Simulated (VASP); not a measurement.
# Pd: single point with BLYP

Crystal: Pd.

```
CELL_PARAMETERS angstrom
-1.60381 1.60381 1.60381
1.60381 -1.60381 1.60381
1.60381 1.60381 -1.60381
ATOMIC_POSITIONS crystal
Pd 0.00000 0.00000 0.00000
```

```json
{
 "Program": "VASP 6.6.1",
 "Task": "single point",
 "Functional": "BLYP",
 "Potentials or basis": "VASP PAW PBE potentials, release 64 (Pd)",
 "Cutoff": "520 eV",
 "k mesh": "23 × 23 × 23",
 "Occupations": "fermi-dirac, width 0.1 eV",
 "Spin": "no spin polarisation"
}
```

```json
{"Pressure": "0.2 GPa", "Band gap on the k mesh": "zero (band 5 reaches 8.98 eV, above the bottom of band 6 at 7.60 eV)"}
```

Levels at points of the mesh, in eV from the Fermi level:
```
           k point  band 1  band 2  band 3  band 4  band 5  band 6  band 7  band 8  band 9  band 10
(0.00, 0.00, 0.00)   -6.18   -2.51   -2.51   -2.51   -0.83   -0.83   19.37   19.37   19.37    26.48
```

Run time: 27 s on 1 thread of Intel(R) Xeon(R) Platinum 8488C (Sapphire Rapids), with other jobs on the host, peak memory 0.19 GiB.

Caveat: the PAW data sets were made with another functional, which shifts forces and pressure a little.
